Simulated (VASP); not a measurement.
Write the native input for VASP 6.6.1 that does the following.

| Property | Result |
| --- | --- |
| Task | electric field gradients |
| Functional | PBE |
| Potentials or basis | VASP PAW PBE potentials, release 64 (Mg, S) |
| Cutoff | 520 eV |
| k mesh | 8 × 8 × 8 |
| Occupations | fermi-dirac, width 0.01 eV |
| Spin | no spin polarisation |
| Dipole correction | no |
| Further INCAR settings | ALGO = Normal; EDIFF = 1e-08; NBANDS = 11 |

The structure of MgS lies in POSCAR:

```
MgS
1.0
    0.0000000000      2.6358861630      2.6358861630
    2.6358861630      0.0000000000      2.6358861630
    2.6358861630      2.6358861630      0.0000000000
Mg S
1 1
Direct
    0.0000000000      0.0000000000      0.0000000000
    0.5000000000      0.5000000000      0.5000000000
```

This cell differs from its parent crystal: volume scaled by 1.04.

The input as run:

INCAR

```
SYSTEM = MgS
PREC = Accurate ; ENCUT = 520
EDIFF = 1E-8 ; ISMEAR = -1
SIGMA = 0.01 ; LREAL = .False.
LASPH = .True. ; NELM = 80
ALGO = Normal ; ISIF = 2
LWAVE = .False. ; LCHARG = .False.
GGA = PE ; LEFG = .True.
NBANDS = 11
```

KPOINTS

```
regular mesh
0
Gamma
  8 8 8
  0 0 0
```

Potentials or basis: VASP PAW PBE potentials, release 64 (Mg, S).

The run is started by

```sh
$ cat potpaw_PBE.64/Mg/POTCAR potpaw_PBE.64/S/POTCAR > POTCAR
$ mpirun -np 1 vasp_std > vasp.out
```

Results of the run:

- Pressure: -2.0 GPa
- Band gap on the k mesh: 2.69 eV, indirect (least direct gap 3.41 eV)

Caveat: without QUAD_EFG the Cq values of the log hold for a quadrupole moment of 1 mb, not for the nuclei.

Run time: 15 s on 1 thread of Intel(R) Xeon(R) Platinum 8259CL CPU @ 2.50GHz (Skylake/Cascade Lake), on a shared host, peak memory 0.16 GiB.
